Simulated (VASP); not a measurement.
Runs of VASP 6.6.1 on Si. The structure is that of space group Fm-3m (No. 225), or close to it. The cells are those of the table. 

| task | cell | k mesh | cutoff (eV) | gap on the mesh (eV) | pressure (GPa) |
| --- | --- | --- | --- | --- | --- |
| single point | a = 2.749 Å, angles 60.0°, 1 atom | 18 × 18 × 18 | 520 | none | -4.0 |
| single point | a = 2.723 Å, angles 60.0°, 1 atom | 18 × 18 × 18 | 520 | none | -2.0 |
| single point | a = 2.696 Å, angles 60.0°, 1 atom | 18 × 18 × 18 | 520 | none | (b) |
| relaxation of cell and atoms | relaxed from a = 2.702 Å, angles 60.0°, 1 atom | 18 × 18 × 18 | 600 | none | 0.0 |
| single point | a = 2.702 Å, angles 60.0°, 1 atom | 8 × 8 × 8 | 520 | none | (a) |
| single point | a = 2.783 Å, angles 60.0°, 1 atom | 18 × 18 × 18 | 520 | none | -6.3 |
| single point | a = 2.641 Å, angles 60.0°, 1 atom | 18 × 18 × 18 | 520 | none | 5.9 |
| single point | a = 2.584 Å, angles 60.0°, 1 atom | 18 × 18 × 18 | 520 | none | 14.0 |

Alike in all rows: level r2SCAN; potentials or basis VASP PAW PBE potentials, release 64 (Si); no spin polarisation; smearing gaussian 0.1 eV.

Q: Fill in the values left out.

A: (a) -2.2; (b) 0.1.

Caveats: the PAW data sets were made with another functional, which shifts forces and pressure a little.

A gap of «none» marks levels without a gap at the run's occupations.
